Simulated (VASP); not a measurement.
Here is a VASP 6.6.1 calculation.

INCAR

```
SYSTEM = SnO2
ALGO = Normal ; EDIFF = 1E-6
ENCUT = 520 ; GGA = PE
ISIF = 2 ; ISMEAR = 0
LASPH = .TRUE. ; LCHARG = .TRUE.
LELF = .TRUE. ; LREAL = .FALSE.
LVHAR = .TRUE. ; LWAVE = .FALSE.
NBANDS = 35 ; NELM = 60
PREC = Accurate ; SIGMA = 0.05
```

The input KPOINTS:

```
k-points
0
G
  10 10 10
  0 0 0
```

Contents of POSCAR:

```
SnO2
1.0
   -2.0262505044      2.0262505044      5.1806864801
    2.0262505044     -2.0262505044      5.1806864801
    2.0262505044      2.0262505044     -5.1806864801
Sn O
2 4
Direct
    0.7500000000      0.2500000000      0.5000000000
    0.0000000000      0.0000000000      0.0000000000
    0.6245161901      0.7692909844     -0.1447747943
    0.9524019562      0.4524019562      0.5000000000
    0.2024019562      0.2024019562      0.0000000000
    0.5475980438      0.0475980438      0.5000000000
```

Potentials or basis: VASP PAW PBE potentials, release 64 (Sn_d, O).

The run is started by

```bash
$ cat potpaw_PBE.64/Sn_d/POTCAR potpaw_PBE.64/O/POTCAR > POTCAR
$ mpirun -np 1 vasp_std > vasp.out
```

(1) Estimate the largest force.

(2) Predict the pressure.

(3) Predict the band gap on the k mesh.

Results:

(1) 2.871 eV/Å.

(2) -1.6 GPa.

(3) 0.61 eV (least direct gap 1.14 eV).

Caveat: the cell differs from its parent crystal (atom 3 (O) moved by -0.587 Å along [0 1 0] and -0.293 Å along [0 0 1]); spin-orbit coupling is left out, which moves the levels of the heavy elements; forces of over 1 eV/Å act on the atoms, so gaps and moduli don't describe the material at rest.
